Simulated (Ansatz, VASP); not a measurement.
C: VASP beside Ansatz

File INCAR:

```
SYSTEM = C
PREC = Accurate
ENCUT = 600
EDIFF = 1E-7
ISMEAR = 0
SIGMA = 0.1
LREAL = .FALSE.
LASPH = .TRUE.
NELM = 120
ALGO = Normal
ISIF = 3
LWAVE = .FALSE.
LCHARG = .FALSE.
GGA = CA
IBRION = 2
NSW = 100
EDIFFG = -0.05
GGA_COMPAT = .FALSE.
NELMIN = 4
```

KPOINTS

```
Automatic mesh
0
G
  10 10 10
  0 0 0
```

The input POSCAR:

```
C
1.0
    0.0000000000      1.7833700000      1.7833700000
    1.7833700000      0.0000000000      1.7833700000
    1.7833700000      1.7833700000      0.0000000000
C
2
Direct
    0.0000000000      0.0000000000      0.0000000000
    0.2500000000      0.2500000000      0.2500000000
```

Input for Ansatz:

```yaml
crystal:
  lattice:
    - [0.0, 1.78337, 1.78337]
    - [1.78337, 0.0, 1.78337]
    - [1.78337, 1.78337, 0.0]
  atoms:
    - { symbol: C, position: [0.0, 0.0, 0.0] }
    - { symbol: C, position: [0.25, 0.25, 0.25] }
basis:
  ecutwfc: 420
kpoints:
  mp_grid: { grid: [10, 10, 10] }
hamiltonian:
  xc: lda
scf:
  occupations: { method: gaussian, width: 0.1 }
output:
  forces: true
  stress: true
  eigenvalues: true
relax:
  adjacent_minimum: "off"
  f_tol: 0.05
  max_steps: 80
  cell: { stress_tol: 0.5 }
```

Alike in both runs: task relaxation of cell and atoms; functional LDA; k mesh 10 × 10 × 10; occupations gaussian, width 0.1 eV; no spin polarisation.

```csv
,VASP,Ansatz
version,VASP 6.6.1,Ansatz 0.2.0
potentials or method,"VASP PAW LDA potentials, release 64 (C), cutoff 600 eV","scalar-relativistic, plane waves, PAW"
valence electrons in the cell,8,8
```

```csv
,VASP,Ansatz,Ansatz less VASP
"gap on the k mesh at the Fermi level, each at its own relaxed structure (eV)",4.20,4.21,+0.007
relaxed volume (Å³/atom),5.52,5.51,-0.009
relaxed cell length with the largest relative difference (Å),2.499,2.498,-0.0013
```

LDA's correlation is that of Perdew and Zunger in VASP and of Perdew and Wang (1992) in Ansatz.
